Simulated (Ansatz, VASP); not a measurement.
# One calculation of HgTe, two programs

```xyz
2
Lattice="-3.0252 3.0252 1.5489 3.0252 -3.0252 1.5489 3.0252 3.0252 -1.5489" Properties=species:S:1:pos:R:3 pbc="T T T"
Hg    0.0000    3.0252    0.7745
Te    0.0000    0.0000    0.0000
```

Change from the starting cell: volume scaled by 0.98.

Alike in both runs: task single point; functional PBEsol; k mesh 10 × 10 × 10; occupations fermi-dirac, width 0.05 eV; no spin polarisation.

|  | VASP | Ansatz |
| --- | --- | --- |
| version | VASP 6.6.1 | Ansatz 0.2.0 |
| potentials or method | VASP PAW PBE potentials, release 64 (Hg, Te), cutoff 520 eV | all-electron LAPW, scalar-relativistic |

Ansatz gave:

- gap on the k mesh at the Fermi level (eV): none
- pressure (GPa): -2.6
- traceless stress, the component that is largest in VASP (GPa): 3.09

Estimate VASP's values.

gap on the k mesh at the Fermi level (eV): none; pressure (GPa): -2.4; traceless stress, the component that is largest in VASP (GPa): 3.10.

VASP's potentials were made for PBE, not for PBEsol. A gap of «none» marks a metal or a gap that the smearing closes. Ansatz ran all-electron here, and VASP with PAW potentials.

Spin-orbit coupling is off throughout.
